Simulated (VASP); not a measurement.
# Ag: single point with LDA

Ag:

```xyz
1
Lattice="0.0000 2.0563 2.0563 2.0563 0.0000 2.0563 2.0563 2.0563 0.0000" Properties=species:S:1:pos:R:3 pbc="T T T"
Ag    0.0000    0.0000    0.0000
```

```json
{
 "Program": "VASP 6.6.1",
 "Task": "single point",
 "Functional": "LDA",
 "Potentials or basis": "VASP PAW LDA potentials, release 64 (Ag)",
 "Cutoff": "520 eV",
 "k mesh": "11 × 11 × 11",
 "Occupations": "fermi-dirac, width 0.05 eV",
 "Spin": "no spin polarisation"
}
```

* Pressure: -9.2 GPa

Levels at points of the mesh, in eV from the Fermi level:
```
           k point  band 4  band 5  band 6  band 7  band 8  band 9
(0.00, 0.00, 0.00)   -4.94   -3.92   -3.92   15.75   19.13   19.13
```

Run time: 13 s on 1 thread of Intel Xeon 8259CL, with other jobs on the host, peak memory 0.13 GiB.
